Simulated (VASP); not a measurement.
# SiW3 (I4/mmm) in VASP: a series of runs

SiW3 is run at these levels: PBE; tasks: single point.

All numbers are computed with VASP 6.6.1; they aren't measurements. Logs are shortened: lines on timing, memory, paths and dates and some standing lists are left out, and cuts for length are marked.

### 1 The cell of the first run

Symmetry: I4/mmm, No. 139, tetragonal system. The conventional cell has a = 4.947 Å, b = 4.947 Å, c = 5.338 Å, α = 90.00°, β = 90.00°, γ = 90.00°. Si (site symmetry 4/mmm) has 6 W at 2.47 to 2.67 Å within 3.3 Å. W (site symmetry 4/mmm) has 4 W at 2.47 Å and 2 Si at 2.67 Å within 3.3 Å. W (site symmetry mmm) has 2 Si at 2.47 Å and 4 W at 2.47 to 2.67 Å within 3.3 Å.

### 2 Single point, PBE (strain -0.050 along x and y, +0.025 along z)

File INCAR:

```
  PREC = Accurate
  ENCUT = 520
  EDIFF = 1E-6
  ISMEAR = 0
  SIGMA = 0.15
  LREAL = F
  LASPH = T
  NELM = 80
  ALGO = Fast
  ISIF = 2
  LWAVE = F
  LCHARG = F
  GGA = PE
  NBANDS = 31
```

File KPOINTS:

```
Automatic mesh
0
Gamma
  14 14 14
```

File POSCAR:

```
SiW3
1.0
   -2.4735778813      2.4735778813      2.6688603456
    2.4735778813     -2.4735778813      2.6688603456
    2.4735778813      2.4735778813     -2.6688603456
Si W
1 3
Direct
    0.0000000000      0.0000000000      0.0000000000
    0.5000000000      0.5000000000      0.0000000000
    0.5000000000      0.0000000000      0.5000000000
    0.0000000000      0.5000000000      0.5000000000
```

Potentials or basis: VASP PAW PBE potentials, release 64 (Si, W_sv).

On the command line:

```sh
cat potpaw_PBE.64/Si/POTCAR potpaw_PBE.64/W_sv/POTCAR > POTCAR
mpirun -np 1 vasp_std > vasp.out
```

OUTCAR:

```text
PREC = Accurate
   ENCUT = 520
   EDIFF = 1E-6
   ISMEAR = 0
   LREAL = F
   LASPH = T
   NELM = 80
   ISIF = 2
   GGA = PE

 ion  position               nearest neighbor table
   1  0.000  0.000  0.000-   3 2.47   4 2.47   4 2.47   3 2.47   2 2.67   2 2.67
   2  0.500  0.500  0.000-   3 2.47   4 2.47   3 2.47   4 2.47   1 2.67   1 2.67
   3  0.500  0.000  0.500-   1 2.47   2 2.47   2 2.47   1 2.47   4 2.67   4 2.67
   4  0.000  0.500  0.500-   1 2.47   2 2.47   1 2.47   2 2.47   3 2.67   3 2.67

  LATTYP: Found a body centered tetragonal cell.
 ALAT       =     4.9471557626
 C/A-ratio  =     1.0789473684

  Lattice vectors:

 A1 = (  -2.4735778813,   2.4735778813,   2.6688603456)
 A2 = (   2.4735778813,  -2.4735778813,   2.6688603456)
 A3 = (   2.4735778813,   2.4735778813,  -2.6688603456)

Analysis of symmetry for initial positions (statically):
=====================================================================
 Subroutine PRICEL returns:
 Original cell was already a primitive cell.

 Routine SETGRP: Setting up the symmetry group for a
 body centered tetragonal supercell.

 Subroutine GETGRP returns: Found 16 space group operations
 (whereof 16 operations were pure point group operations)
 out of a pool of 16 trial point group operations.

The static configuration has the point symmetry D_4h.

Analysis of symmetry for dynamics (positions and initial velocities):
=====================================================================
 Subroutine PRICEL returns:
 Original cell was already a primitive cell.

 Routine SETGRP: Setting up the symmetry group for a
 body centered tetragonal supercell.

 Subroutine GETGRP returns: Found 16 space group operations
 (whereof 16 operations were pure point group operations)
 out of a pool of 16 trial point group operations.

The dynamic configuration has the point symmetry D_4h.

 Subroutine INISYM returns: Found 16 space group operations
 (whereof 16 operations are pure point group operations),
 and found     1 'primitive' translations

----------------------------------------------------------------------------------------

                                     Primitive cell

  volume of cell :      65.3186

  direct lattice vectors                    reciprocal lattice vectors
    -2.473577881  2.473577881  2.668860346     0.000000000  0.202136348  0.187345884
     2.473577881 -2.473577881  2.668860346     0.202136348  0.000000000  0.187345884
     2.473577881  2.473577881 -2.668860346     0.202136348  0.202136348  0.000000000

  length of vectors
     4.399998933  4.399998933  4.399998933     0.275604034  0.275604034  0.285863965

  position of ions in fractional coordinates (direct lattice)
     0.000000000  0.000000000  0.000000000
     0.500000000  0.500000000  0.000000000
     0.500000000  0.000000000  0.500000000
     0.000000000  0.500000000  0.500000000

  ion indices of the primitive-cell ions
   primitive index   ion index
                 1           1
                 2           2
                 3           3
                 4           4

----------------------------------------------------------------------------------------

 KPOINTS: Automatic mesh

Automatic generation of k-mesh.
 Grid dimensions read from file:
 generate k-points for:   14   14   14

 Generating k-lattice:

  Cartesian coordinates                     Fractional coordinates (reciprocal lattice)
     0.000000000  0.014438311  0.013381849     0.071428571  0.000000000  0.000000000
     0.014438311  0.000000000  0.013381849     0.000000000  0.071428571  0.000000000
     0.014438311  0.014438311  0.000000000     0.000000000  0.000000000  0.071428571

  Length of vectors
     0.019686002  0.019686002  0.020418855

  Shift w.r.t. Gamma in fractional coordinates (k-lattice)
     0.000000000  0.000000000  0.000000000

 Subroutine IBZKPT returns following result:
 ===========================================

 Found    244 irreducible k-points:

 Following reciprocal coordinates:
            Coordinates               Weight
  0.000000  0.000000  0.000000      1.000000
  0.071429  0.000000 -0.000000      8.000000
  0.142857  0.000000  0.000000      8.000000
  0.214286  0.000000 -0.000000      8.000000
  0.285714  0.000000 -0.000000      8.000000
  0.357143  0.000000  0.000000      8.000000
[... 16 lines left out ...]
  0.214286  0.142857 -0.000000     16.000000
  0.285714  0.142857 -0.000000     16.000000
 [... further k-points ...]
   k-points           NKPTS =    244   k-points in BZ     NKDIM =    244   number of bands    NBANDS=     31
   number of dos      NEDOS =    301   number of ions     NIONS =      4
   total plane-waves  NPLWV =  46656
   dimension x,y,z NGX =    36 NGY =   36 NGZ =   36
   dimension x,y,z NGXF=    72 NGYF=   72 NGZF=   72
   ions per type =               1   3
   NGX,Y,Z   is equivalent  to a cutoff of  13.60, 13.60, 13.60 a.u.
   NGXF,Y,Z  is equivalent  to a cutoff of  27.20, 27.20, 27.20 a.u.
 SYSTEM =  unknown system
   PREC   = accura    normal or accurate (medium, high low for compatibility)
   ISTART =      0    job   : 0-new  1-cont  2-samecut
   ICHARG =      2    charge: 1-file 2-atom 10-const
   ISPIN  =      1    spin polarized calculation?
   LNONCOLLINEAR =      F non collinear calculations
   LSORBIT =      F    spin-orbit coupling
   LASPH  =      T    aspherical Exc in radial PAW
   ENCUT  =  520.0 eV  38.22 Ry    6.18 a.u.   8.18  8.18  8.18*2*pi/ulx,y,z
   NELM   =     80;   NELMIN=  2; NELMDL= -5     # of ELM steps
   EDIFF  = 0.1E-05   stopping-criterion for ELM
   LREAL  =      F    real-space projection
   EDIFFG = 0.1E-04   stopping-criterion for IOM
   NSW    =      0    number of steps for IOM
   IBRION =     -1    ionic relax: 0-MD 1-quasi-New 2-CG
   NFREE  =      0    steps in history (QN), initial steepest desc. (CG)
   ISIF   =      2    stress and relaxation
   ISYM   =      2    0-nonsym 1-usesym 2-fastsym
   POTIM  = 0.5000    time-step for ionic-motion
   TEBEG  =    0.0;   TEEND  =   0.0 temperature during run
   PSTRESS=    0.0 pullay stress
   NELECT =      46.0000    total number of electrons
   NUPDOWN=      -1.0000    fix difference up-down
   EMIN   =  10.00;   EMAX   =-10.00  energy-range for DOS
   EFERMI =   0.00;   METHOD = LEGACY
   ISMEAR =     0;   SIGMA  =   0.15  broadening in eV -4-tet -1-fermi 0-gaus
   EFERMI_NEDOS =   21; number of points for ismear=-14 and -15
   IALGO  =     68    algorithm
   IMIX   =      4    mixing-type and parameters
     AMIX     =   0.40;   BMIX     =  1.00
     AMIX_MAG =   1.60;   BMIX_MAG =  1.00
  volume/ion in A,a.u.               =      16.33       110.20
  Fermi-wavevector in a.u.,A,eV,Ry     =   1.456515  2.752415 28.863907  2.121437
  Thomas-Fermi vector in A             =   2.573425
   LORBIT       =      0    0 simple, 1 ext, 2 COOP (PROOUT), +10 PAW based schemes
   GGA     = PE    functional components
   LHFCALC =     F    Hartree Fock is set to
   AEXX    =    0.0000 exact exchange contribution
   IVDW    =     0    specifies the selected vdW correction
   LEPSILON=     F    determine dielectric tensor
   LRPA    =     F    only Hartree local field effects (RPA)
 non-spin polarized calculation
 RMM-DIIS sequential band-by-band and
 Gauss-broadening in eV      SIGMA  =   0.15
  energy-cutoff  :      520.00
  volume of cell :       65.32
 maximum number of plane-waves:      1778
 NGX is ok and might be reduce to    36
   NGX = 17   NGY = 17   NGZ = 17

 number of electron      46.0000004 magnetization

 Free energy of the ion-electron system (eV)
  ---------------------------------------------------
  ext. energy  EPLUGINS =         0.00000000
  ---------------------------------------------------
  free energy    TOTEN  =       -38.28298370 eV

  energy without entropy =      -38.23652364  energy(sigma->0) =      -38.25975367

 E-fermi :  10.1177     XC(G=0): -12.6578

 val. band max:       10.1153751125   @ k =  -0.0714  -0.2857   0.0714
 cond. band min:      10.1206244838   @ k =  -0.2857   0.4286   0.0714
 fundamental gap:      0.0052493713
 Fermi energy:        10.1177089955

 k-point     1 :       0.0000    0.0000    0.0000
  band No.  band energies     occupation
      1     -63.8445      2.00000
      2     -63.6311      2.00000
      3     -63.5616      2.00000
      4     -29.0203      2.00000
      5     -29.0203      2.00000
      6     -28.4608      2.00000
[... 23 lines left out ...]
     30      14.5649      0.00000
     31      15.5996      0.00000

 k-point     2 :       0.0714    0.0000   -0.0000
  band No.  band energies     occupation
      1     -63.8421      2.00000
      2     -63.6322      2.00000
      3     -63.5629      2.00000
      4     -29.0204      2.00000
      5     -28.9972      2.00000
      6     -28.4483      2.00000
[... 23 lines left out ...]
     30      14.4246      0.00000
     31      15.3850      0.00000

 k-point     3 :       0.1429    0.0000    0.0000
  band No.  band energies     occupation
      1     -63.8353      2.00000
      2     -63.6357      2.00000
      3     -63.5665      2.00000
      4     -29.0209      2.00000
      5     -28.9288      2.00000
      6     -28.4113      2.00000
[... 23 lines left out ...]
     30      14.2265      0.00000
     31      14.8565      0.00000

 k-point     4 :       0.2143    0.0000   -0.0000
  band No.  band energies     occupation
      1     -63.8246      2.00000
      2     -63.6417      2.00000
      3     -63.5713      2.00000
      4     -29.0215      2.00000
      5     -28.8180      2.00000
      6     -28.3522      2.00000
[... 635 lines left out ...]
     30      14.0382      0.00000
     31      14.4169      0.00000

 k-point    23 :       0.2143    0.1429   -0.0000
  band No.  band energies     occupation
      1     -63.8097      2.00000
      2     -63.6550      2.00000
      3     -63.5733      2.00000
      4     -28.9326      2.00000
      5     -28.8216      2.00000
      6     -28.1703      2.00000
[... 23 lines left out ...]
     30      13.8250      0.00000
     31      15.0317      0.00000

 k-point    24 :       0.2857    0.1429   -0.0000
  band No.  band energies     occupation
      1     -63.7953      2.00000
      2     -63.6644      2.00000
      3     -63.5785      2.00000
      4     -28.9331      2.00000
      5     -28.6745      2.00000
      6     -28.1093      2.00000
[... 23 lines left out ...]
     30      14.0103      0.00000
     31      14.5111      0.00000

 [... further k-points ...]

------------------------ aborting loop because EDIFF is reached ----------------------------------------

  FORCE on cell =-STRESS in cart. coord.  units (eV):
  Direction    XX          YY          ZZ          XY          YZ          ZX
  --------------------------------------------------------------------------------------
  -------------------------------------------------------------------------------------
  Total       12.8434287     12.8434287     -0.4347759      0.0000000     -0.0000000      0.0000000
  in kB      315.0319073    315.0319073    -10.6644644      0.0000000     -0.0000000      0.0000000
  external PRESSURE =     206.4664500 kB  Pullay stress =       0.0000000 kB

 VOLUME and BASIS-vectors are now :
 -----------------------------------------------------------------------------
  energy-cutoff  :      520.00
  volume of cell :       65.32
      direct lattice vectors                 reciprocal lattice vectors
    -2.473577881  2.473577881  2.668860346     0.000000000  0.202136348  0.187345884
     2.473577881 -2.473577881  2.668860346     0.202136348  0.000000000  0.187345884
     2.473577881  2.473577881 -2.668860346     0.202136348  0.202136348  0.000000000

 POSITION                                       TOTAL-FORCE (eV/Angst)
 -----------------------------------------------------------------------------------
      0.00000      0.00000      0.00000         0.000000     -0.000000     -0.000000
      0.00000      0.00000      2.66886         0.000000      0.000000     -0.000000
      0.00000      2.47358      0.00000        -0.000000      0.000000      0.000000
      2.47358      0.00000      0.00000         0.000000     -0.000000      0.000000
 -----------------------------------------------------------------------------------
    total drift:                                0.000000      0.000000     -0.000000

  FREE ENERGIE OF THE ION-ELECTRON SYSTEM (eV)
  ---------------------------------------------------
  free  energy   TOTEN  =       -38.2829837011 eV

  energy  without entropy=      -38.2365236387  energy(sigma->0) =      -38.25975367
```

It took 3.7 min on 1 thread of Intel Xeon 6975P-C (Granite Rapids), shared host; peak memory 0.49 GiB.

What came out:

- Free energy: -38.2830 eV
- Pressure: 20.6 GPa
- Band gap on the k mesh: zero (bands 23 and 24 overlap by 1.82 eV)

Stress tensor (GPa, compression positive):
```
31.50  0.00  0.00
 0.00 31.50  0.00
 0.00  0.00 -1.07
```

Levels at points of the mesh, in eV from the Fermi level:
```tsv
k point	band 21	band 22	band 23	band 24	band 25	band 26
(0.00, 0.00, 0.00)	-0.27	-0.27	0.48	0.61	1.88	1.88
(0.50, 0.00, 0.00)	-1.12	-0.43	-0.39	-0.30	-0.28	0.66
(0.50, 0.50, 0.00)	-1.02	-0.64	-0.56	-0.20	-0.20	1.21
(0.50, 0.50, 0.50)	-2.66	-2.66	-0.09	0.12	0.85	0.85
```

Caveat: the cell differs from its parent crystal (strain -0.050 along x and y, +0.025 along z); the cell stands under pressure; spin-orbit coupling is left out, which moves the levels of the heavy elements.

### 3 Single point, PBE (strain -0.050 along x and y, +0.050 along z)

File INCAR:

```
ALGO = Fast ; EDIFF = 1E-6
ENCUT = 520 ; GGA = PE
ISIF = 2 ; ISMEAR = 0
LASPH = True ; LCHARG = False
LREAL = False ; LWAVE = False
NBANDS = 31 ; NELM = 100
PREC = Accurate ; SIGMA = 0.15
```

File KPOINTS:

```
k-points
0
Gamma
  14 14 14
```

File POSCAR:

```
SiW3
1.0
   -2.4735778813      2.4735778813      2.7339545003
    2.4735778813     -2.4735778813      2.7339545003
    2.4735778813      2.4735778813     -2.7339545003
Si W
1 3
Direct
    0.0000000000      0.0000000000      0.0000000000
    0.5000000000      0.5000000000      0.0000000000
    0.5000000000      0.0000000000      0.5000000000
    0.0000000000      0.5000000000      0.5000000000
```

Potentials or basis: VASP PAW PBE potentials, release 64 (Si, W_sv).

On the command line:

```sh
cat potpaw_PBE.64/Si/POTCAR potpaw_PBE.64/W_sv/POTCAR > POTCAR
mpirun -np 1 vasp_std > vasp.out
```

Run time: 3.9 min. Hardware: 1 thread of Intel Xeon 6975P-C (Granite Rapids), shared host; peak memory 0.5 GiB.

The run converged. Its results:

```yaml
Free_energy: -38.2309 eV
Pressure: 16.2 GPa
Band_gap_on_the_k_mesh: zero (bands 23 and 24 overlap by 1.76 eV)
```

Stress tensor (GPa, compression positive):
```
28.92  0.00  0.00
 0.00 28.92  0.00
 0.00  0.00 -9.17
```

Levels at points of the mesh, in eV from the Fermi level:
```csv
k point,band 19,band 20,band 21,band 22,band 23,band 24,band 25,band 26,band 27,band 28
"(0.00, 0.00, 0.00)",-3.83,-0.42,-0.27,-0.27,0.45,0.65,1.70,1.70,2.11,4.20
"(0.50, 0.00, 0.00)",-2.25,-1.89,-1.12,-0.42,-0.36,-0.29,-0.22,0.59,1.97,1.99
"(0.50, 0.50, 0.00)",-1.43,-1.30,-1.01,-0.68,-0.59,-0.19,-0.14,1.28,1.32,1.40
"(0.50, 0.50, 0.50)",-2.95,-2.95,-2.55,-2.55,-0.11,0.15,0.67,0.67,1.59,3.91
```

Caveat: the cell differs from its parent crystal (strain -0.050 along x and y, +0.050 along z); the cell stands under pressure; spin-orbit coupling is left out, which moves the levels of the heavy elements.
